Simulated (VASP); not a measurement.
# La2O in VASP: further runs

The runs below take La2O through single point, with PBE.

All numbers are computed with VASP 6.6.1; they aren't measurements. Logs are shortened: lines on timing, memory, paths and dates and some standing lists are left out, and cuts for length are marked.

## (1) The cell of the first run

The typed cell holds 3 atoms: a = 4.073 Å, b = 4.073 Å, c = 5.744 Å, α = 90.00°, β = 90.00°, γ = 120.00°.

The cell was built from a structure type or drawn by symmetry, and may not be a known phase.

## (2) Single point, PBE

INCAR

```
SYSTEM = La2O
PREC = Accurate ; ENCUT = 520
EDIFF = 1E-6 ; ISMEAR = 0
SIGMA = 0.2 ; LREAL = .FALSE.
LASPH = .TRUE. ; NELM = 60
ALGO = Normal ; ISIF = 2
LWAVE = .FALSE. ; LCHARG = .FALSE.
GGA = PE ; NBANDS = 21
```

KPOINTS

```
regular mesh
0
G
  5 5 5
  0 0 0
```

POSCAR

```
La2O
1.0
    4.0727430052      0.0000000000      0.0000000000
   -2.0363715026      3.5270989056      0.0000000000
    0.0000000000      0.0000000000      5.7435730460
La O
2 1
Direct
    0.6666666667      0.3333333333      0.1523010702
    0.3333333333      0.6666666667      0.6521838636
    0.6666666667      0.3333333333      0.6520765362
```

Potentials or basis: VASP PAW PBE potentials, release 64 (La, O).

Started as:

```bash
cat potpaw_PBE.64/La/POTCAR potpaw_PBE.64/O/POTCAR > POTCAR
mpirun -np 1 vasp_std > vasp.out
```

OUTCAR:

```text
SYSTEM = La2O
   PREC = Accurate
   ENCUT = 520
   EDIFF = 1E-6
   ISMEAR = 0
   LREAL = .FALSE.
   LASPH = .TRUE.
   NELM = 60
   ISIF = 2
   GGA = PE

 ion  position               nearest neighbor table
   1  0.667  0.333  0.152-
   2  0.333  0.667  0.652-   3 2.35   3 2.35   3 2.35
   3  0.667  0.333  0.652-   2 2.35   2 2.35   2 2.35

  LATTYP: Found a hexagonal cell.
 ALAT       =     4.0727430052
 C/A-ratio  =     1.4102468628

  Lattice vectors:

 A1 = (   4.0727430052,   0.0000000000,   0.0000000000)
 A2 = (  -2.0363715026,   3.5270989056,   0.0000000000)
 A3 = (   0.0000000000,   0.0000000000,   5.7435730460)

Analysis of symmetry for initial positions (statically):
=====================================================================
 Subroutine PRICEL returns:
 Original cell was already a primitive cell.

 Routine SETGRP: Setting up the symmetry group for a
 hexagonal supercell.

 Subroutine GETGRP returns: Found  6 space group operations
 (whereof  6 operations were pure point group operations)
 out of a pool of 24 trial point group operations.

The static configuration has the point symmetry C_3v.

Analysis of symmetry for dynamics (positions and initial velocities):
=====================================================================
 Subroutine PRICEL returns:
 Original cell was already a primitive cell.

 Routine SETGRP: Setting up the symmetry group for a
 hexagonal supercell.

 Subroutine GETGRP returns: Found  6 space group operations
 (whereof  6 operations were pure point group operations)
 out of a pool of 24 trial point group operations.

The dynamic configuration has the point symmetry C_3v.

 Subroutine INISYM returns: Found  6 space group operations
 (whereof  6 operations are pure point group operations),
 and found     1 'primitive' translations

----------------------------------------------------------------------------------------

                                     Primitive cell

  volume of cell :      82.5062

  direct lattice vectors                    reciprocal lattice vectors
     4.072743005  0.000000000  0.000000000     0.245534766  0.141759563  0.000000000
    -2.036371503  3.527098906  0.000000000     0.000000000  0.283519126  0.000000000
     0.000000000  0.000000000  5.743573046     0.000000000  0.000000000  0.174107649

  length of vectors
     4.072743005  4.072743005  5.743573046     0.283519126  0.283519126  0.174107649

[... 73 lines left out ...]
   LASPH  =      T    aspherical Exc in radial PAW
   ENCUT  =  520.0 eV  38.22 Ry    6.18 a.u.   7.57  7.57 10.68*2*pi/ulx,y,z
   NELM   =     60;   NELMIN=  2; NELMDL= -5     # of ELM steps
   EDIFF  = 0.1E-05   stopping-criterion for ELM
   LREAL  =      F    real-space projection
   EDIFFG = 0.1E-04   stopping-criterion for IOM
   NSW    =      0    number of steps for IOM
   IBRION =     -1    ionic relax: 0-MD 1-quasi-New 2-CG
   NFREE  =      0    steps in history (QN), initial steepest desc. (CG)
   ISIF   =      2    stress and relaxation
   ISYM   =      2    0-nonsym 1-usesym 2-fastsym
   POTIM  = 0.5000    time-step for ionic-motion
   TEBEG  =    0.0;   TEEND  =   0.0 temperature during run
   PSTRESS=    0.0 pullay stress
   NELECT =      28.0000    total number of electrons
   NUPDOWN=      -1.0000    fix difference up-down
   EMIN   =  10.00;   EMAX   =-10.00  energy-range for DOS
   EFERMI =   0.00;   METHOD = LEGACY
   ISMEAR =     0;   SIGMA  =   0.20  broadening in eV -4-tet -1-fermi 0-gaus
   EFERMI_NEDOS =   21; number of points for ismear=-14 and -15
   IALGO  =     38    algorithm
   IMIX   =      4    mixing-type and parameters
     AMIX     =   0.40;   BMIX     =  1.00
     AMIX_MAG =   1.60;   BMIX_MAG =  1.00
  volume/ion in A,a.u.               =      27.50       185.59
  Fermi-wavevector in a.u.,A,eV,Ry     =   1.141910  2.157897 17.741435  1.303959
  Thomas-Fermi vector in A             =   2.278609
   LORBIT       =      0    0 simple, 1 ext, 2 COOP (PROOUT), +10 PAW based schemes
   GGA     = PE    functional components
   LHFCALC =     F    Hartree Fock is set to
   AEXX    =    0.0000 exact exchange contribution
   IVDW    =     0    specifies the selected vdW correction
   LEPSILON=     F    determine dielectric tensor
   LRPA    =     F    only Hartree local field effects (RPA)
 non-spin polarized calculation
 Gauss-broadening in eV      SIGMA  =   0.20
  energy-cutoff  :      520.00
  volume of cell :       82.51
 maximum number of plane-waves:      2238
 NGX is ok and might be reduce to    30
   NGX = 15   NGY = 15   NGZ = 21

 number of electron      28.0000006 magnetization

 Free energy of the ion-electron system (eV)
  ---------------------------------------------------
  ext. energy  EPLUGINS =         0.00000000
  ---------------------------------------------------
  free energy    TOTEN  =       -20.22431990 eV

  energy without entropy =      -20.16333757  energy(sigma->0) =      -20.19382873

 E-fermi :   7.6134     XC(G=0):  -9.5680

 val. band max:        7.5503683916   @ k =   0.2000  -0.0000   0.4000
 cond. band min:       7.6365055818   @ k =   0.4000   0.2000   0.0000
 fundamental gap:      0.0861371902
 Fermi energy:         7.6134312912

 k-point     1 :       0.0000    0.0000    0.0000
  band No.  band energies     occupation
      1     -25.5418      2.00000
      2     -24.9627      2.00000
      3     -11.1919      2.00000
      4      -9.8099      2.00000
      5      -8.9720      2.00000
      6      -8.9720      2.00000
[... 445 lines left out ...]
     20       9.2427      0.00000
     21       9.3500      0.00000

------------------------ aborting loop because EDIFF is reached ----------------------------------------

  FORCE on cell =-STRESS in cart. coord.  units (eV):
  Direction    XX          YY          ZZ          XY          YZ          ZX
  --------------------------------------------------------------------------------------
  -------------------------------------------------------------------------------------
  Total       -0.1361746     -0.1361746      0.0309588      0.0000000     -0.0000000      0.0000000
  in kB       -2.6443555     -2.6443555      0.6011848      0.0000000     -0.0000000      0.0000000
  external PRESSURE =      -1.5625087 kB  Pullay stress =       0.0000000 kB

 VOLUME and BASIS-vectors are now :
 -----------------------------------------------------------------------------
  energy-cutoff  :      520.00
  volume of cell :       82.51
      direct lattice vectors                 reciprocal lattice vectors
     4.072743005  0.000000000  0.000000000     0.245534766  0.141759563  0.000000000
    -2.036371503  3.527098906  0.000000000     0.000000000  0.283519126  0.000000000
     0.000000000  0.000000000  5.743573046     0.000000000  0.000000000  0.174107649

 POSITION                                       TOTAL-FORCE (eV/Angst)
 -----------------------------------------------------------------------------------
      2.03637      1.17570      0.87475        -0.000000      0.000000     -0.002097
     -0.00000      2.35140      3.74587        -0.000000     -0.000000      0.001396
      2.03637      1.17570      3.74525         0.000000     -0.000000      0.000702
 -----------------------------------------------------------------------------------
    total drift:                               -0.000000      0.000000     -0.001487

  FREE ENERGIE OF THE ION-ELECTRON SYSTEM (eV)
  ---------------------------------------------------
  free  energy   TOTEN  =       -20.2243198953 eV

  energy  without entropy=      -20.1633375700  energy(sigma->0) =      -20.19382873
```

OSZICAR:

```text
N       E                     dE             d eps       ncg     rms          rms(c)
DAV:   1     0.348266846315E+03    0.34827E+03   -0.10434E+04   798   0.189E+03
DAV:   2     0.460433908695E+02   -0.30222E+03   -0.29453E+03  1254   0.331E+02
DAV:   3    -0.172869284666E+02   -0.63330E+02   -0.61271E+02  1238   0.188E+02
DAV:   4    -0.220079712391E+02   -0.47210E+01   -0.46866E+01  1524   0.453E+01
DAV:   5    -0.223774199282E+02   -0.36945E+00   -0.36722E+00  1356   0.121E+01    0.921E+00
DAV:   6    -0.202013014072E+02    0.21761E+01   -0.20400E+01  1148   0.230E+01    0.487E+00
DAV:   7    -0.202333119462E+02   -0.32011E-01   -0.24451E+00  1540   0.152E+01    0.227E+00
DAV:   8    -0.202323417917E+02    0.97015E-03   -0.36326E-01  1316   0.423E+00    0.809E-01
DAV:   9    -0.202235379878E+02    0.88038E-02   -0.10087E-01  1484   0.222E+00    0.194E-01
DAV:  10    -0.202242366879E+02   -0.69870E-03   -0.73940E-03  1372   0.668E-01    0.127E-01
DAV:  11    -0.202243881327E+02   -0.15144E-03   -0.36018E-03  1460   0.466E-01    0.621E-02
DAV:  12    -0.202243250041E+02    0.63129E-04   -0.39900E-04  1364   0.182E-01    0.270E-02
DAV:  13    -0.202243189389E+02    0.60652E-05   -0.13053E-04  1516   0.738E-02    0.529E-03
DAV:  14    -0.202243198953E+02   -0.95643E-06   -0.63931E-06  1308   0.183E-02
   1 F= -.20224320E+02 E0= -.20193829E+02  d E =-.609823E-01
```

stdout:

```text
POSCAR found type information on POSCAR LaO
 POSCAR found :  2 types and       3 ions
 scaLAPACK will be used
 LDA part: xc-table for (Slater+PW92), standard interpolation
 POSCAR, INCAR and KPOINTS ok, starting setup
 FFT: planning ... GRIDC
 FFT: planning ... GRID_SOFT
 FFT: planning ... GRID
 WAVECAR not read
 entering main loop
```

Run time: 28 s. Hardware: 1 thread of Intel Xeon 6975P-C (Granite Rapids), shared host; peak memory 0.21 GiB.

What came out:

```
Free energy            : -20.2243 eV
Pressure               : -0.2 GPa
Band gap on the k mesh : zero (bands 14 and 15 overlap by 0.78 eV)
```

Forces on the atoms (eV/Å):
```
La   0.000  0.000 -0.002
La   0.000  0.000  0.001
O    0.000  0.000  0.001
```

Caveat: spin-orbit coupling is left out, which moves the levels of the heavy elements.

## (3) Single point, PBE

INCAR

```
SYSTEM = La2O
PREC = Accurate ; ENCUT = 520
EDIFF = 1E-6 ; ISMEAR = 0
SIGMA = 0.1 ; LREAL = .False.
LASPH = .True. ; NELM = 100
ALGO = Normal ; ISIF = 2
LWAVE = .False. ; LCHARG = .True.
GGA = PE ; LELF = .True.
LVHAR = .True. ; NBANDS = 21
```

KPOINTS

```
regular mesh
0
Gamma
  12 12 6
  0 0 0
```

POSCAR

```
La2O
1.0
    4.0643796853      0.0000000000      0.0000000000
   -2.0321898427      3.5198560581      0.0000000000
    0.0000000000      0.0000000000      5.7651973218
La O
2 1
Direct
    0.6666666667      0.3333333333      0.0000000000
    0.3333333333      0.6666666667      0.5000000000
    0.6666666667      0.3333333333      0.5000000000
```

Potentials or basis: VASP PAW PBE potentials, release 64 (La, O).

Started as:

```bash
cat potpaw_PBE.64/La/POTCAR potpaw_PBE.64/O/POTCAR > POTCAR
mpirun -np 1 vasp_std > vasp.out
```

OUTCAR:

```text
SYSTEM = La2O
   PREC = Accurate
   ENCUT = 520
   EDIFF = 1E-6
   ISMEAR = 0
   LREAL = .False.
   LASPH = .True.
   NELM = 100
   ISIF = 2
   GGA = PE

 ion  position               nearest neighbor table
   1  0.667  0.333  0.000-
   2  0.333  0.667  0.500-   3 2.35   3 2.35   3 2.35
   3  0.667  0.333  0.500-   2 2.35   2 2.35   2 2.35

  LATTYP: Found a hexagonal cell.
 ALAT       =     4.0643796853
 C/A-ratio  =     1.4184691806

  Lattice vectors:

[... 766 lines left out ...]

  FORCE on cell =-STRESS in cart. coord.  units (eV):
  Direction    XX          YY          ZZ          XY          YZ          ZX
  --------------------------------------------------------------------------------------
  -------------------------------------------------------------------------------------
  Total       -0.0720177     -0.0720177     -0.0223744      0.0000000     -0.0000000      0.0000000
  in kB       -1.3989969     -1.3989969     -0.4346394      0.0000000     -0.0000000      0.0000000
  external PRESSURE =      -1.0775444 kB  Pullay stress =       0.0000000 kB

 VOLUME and BASIS-vectors are now :
 -----------------------------------------------------------------------------
  energy-cutoff  :      520.00
  volume of cell :       82.48
      direct lattice vectors                 reciprocal lattice vectors
     4.064379685  0.000000000  0.000000000     0.246040005  0.142051263  0.000000000
    -2.032189843  3.519856058  0.000000000     0.000000000  0.284102527  0.000000000
     0.000000000  0.000000000  5.765197322     0.000000000  0.000000000  0.173454601

 POSITION                                       TOTAL-FORCE (eV/Angst)
 -----------------------------------------------------------------------------------
      2.03219      1.17329      0.00000        -0.000000      0.000000      0.000000
     -0.00000      2.34657      2.88260         0.000000      0.000000      0.000000
      2.03219      1.17329      2.88260        -0.000000      0.000000      0.000000
 -----------------------------------------------------------------------------------
    total drift:                               -0.000000      0.000000      0.000000

  FREE ENERGIE OF THE ION-ELECTRON SYSTEM (eV)
  ---------------------------------------------------
  free  energy   TOTEN  =       -20.1996582810 eV

  energy  without entropy=      -20.1861130312  energy(sigma->0) =      -20.19288566
```

OSZICAR:

```text
N       E                     dE             d eps       ncg     rms          rms(c)
DAV:   1     0.345790781449E+03    0.34579E+03   -0.10499E+04  3200   0.191E+03
DAV:   2     0.524458699512E+02   -0.29334E+03   -0.28585E+03  4840   0.329E+02
DAV:   3    -0.161167102288E+02   -0.68563E+02   -0.65235E+02  5080   0.185E+02
DAV:   4    -0.218618914827E+02   -0.57452E+01   -0.56868E+01  5870   0.465E+01
DAV:   5    -0.223621438572E+02   -0.50025E+00   -0.49787E+00  5392   0.149E+01    0.922E+00
DAV:   6    -0.201807355080E+02    0.21814E+01   -0.20398E+01  4616   0.229E+01    0.487E+00
DAV:   7    -0.202078548001E+02   -0.27119E-01   -0.23804E+00  6184   0.147E+01    0.227E+00
DAV:   8    -0.202066044915E+02    0.12503E-02   -0.34075E-01  5310   0.412E+00    0.793E-01
DAV:   9    -0.201989812876E+02    0.76232E-02   -0.10096E-01  5920   0.215E+00    0.185E-01
DAV:  10    -0.201995671428E+02   -0.58586E-03   -0.85450E-03  5448   0.685E-01    0.124E-01
DAV:  11    -0.201997094157E+02   -0.14227E-03   -0.31974E-03  6184   0.454E-01    0.556E-02
DAV:  12    -0.201996640101E+02    0.45406E-04   -0.31388E-04  5392   0.156E-01    0.265E-02
DAV:  13    -0.201996574572E+02    0.65528E-05   -0.12364E-04  6232   0.705E-02    0.448E-03
DAV:  14    -0.201996582810E+02   -0.82373E-06   -0.62531E-06  5112   0.174E-02
   1 F= -.20199658E+02 E0= -.20192886E+02  d E =-.135452E-01
```

stdout:

```text
POSCAR found type information on POSCAR LaO
 POSCAR found :  2 types and       3 ions
 scaLAPACK will be used
 LDA part: xc-table for (Slater+PW92), standard interpolation
 POSCAR, INCAR and KPOINTS ok, starting setup
 FFT: planning ... GRIDC
 FFT: planning ... GRID_SOFT
 FFT: planning ... GRID
 WAVECAR not read
 entering main loop
```

Wall time 76 s (1 thread of Intel Xeon 6975P-C (Granite Rapids), shared host); peak memory 0.29 GiB.

What came out:

```
Free energy            : -20.1997 eV
Pressure               : -0.1 GPa
Band gap on the k mesh : zero (bands 14 and 15 overlap by 0.92 eV)
```

Stress tensor (GPa, compression positive):
```
-0.14  0.00  0.00
 0.00 -0.14  0.00
 0.00  0.00 -0.04
```

Levels at points of the mesh, in eV from the Fermi level:
| k point | band 11 | band 12 | band 13 | band 14 | band 15 | band 16 | band 17 | band 18 |
| --- | --- | --- | --- | --- | --- | --- | --- | --- |
| (0.00, 0.00, 0.00) | -5.14 | -4.13 | -2.81 | 0.67 | 1.17 | 1.17 | 1.29 | 1.29 |
| (0.50, 0.00, 0.00) | -4.59 | -3.80 | -1.31 | -0.52 | 0.37 | 0.49 | 1.34 | 1.47 |
| (0.00, 0.00, 0.50) | -5.18 | -4.80 | -1.80 | 0.05 | 0.81 | 0.81 | 1.24 | 1.35 |
| (0.50, 0.00, 0.50) | -4.64 | -3.83 | -1.08 | -0.87 | 0.92 | 1.23 | 1.25 | 1.40 |

Caveat: spin-orbit coupling is left out, which moves the levels of the heavy elements.
